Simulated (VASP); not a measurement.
Set up this calculation in VASP 6.6.1, as the native input.

```
Task                   : single point
Functional             : PBE
Potentials or basis    : VASP PAW PBE potentials, release 64 (Cd, S)
Cutoff                 : 520 eV
k mesh                 : 13 × 13 × 13
Occupations            : fermi-dirac, width 0.05 eV
Spin                   : no spin polarisation
Dipole correction      : no
Further INCAR settings : ALGO = Normal; EDIFF = 1e-06; NBANDS = 16
```

The structure of CdS (zincblende type) lies in POSCAR:

```
CdS
1.0
    0.0000000000      2.7507702294      2.7507702294
    2.7507702294      0.0000000000      2.7507702294
    2.7507702294      2.7507702294      0.0000000000
Cd S
1 1
Direct
    0.0000000000      0.0000000000      0.0000000000
    0.2500000000      0.2500000000      0.2500000000
```

These files were run (other wordings do the same):

INCAR

```
PREC = Accurate
ENCUT = 520
EDIFF = 1E-6
ISMEAR = -1
SIGMA = 0.05
LREAL = F
LASPH = T
NELM = 60
ALGO = Normal
ISIF = 2
LWAVE = F
LCHARG = F
GGA = PE
NBANDS = 16
```

KPOINTS

```
regular mesh
0
Gamma
  13 13 13
```

Potentials or basis: VASP PAW PBE potentials, release 64 (Cd, S).

Command:

```bash
$ cat potpaw_PBE.64/Cd/POTCAR potpaw_PBE.64/S/POTCAR > POTCAR
$ mpirun -np 1 vasp_std > vasp.out
```

It gave:

| Quantity | Value |
| --- | --- |
| Pressure | 20.6 GPa |
| Band gap on the k mesh | 1.51 eV |

Caveat: the cell stands under pressure; an odd mesh through Γ misses points on the zone boundary, where band edges can lie.

Wall time 91 s on 1 thread of Intel Xeon 8259CL, with other jobs on the host, peak memory 0.2 GiB.
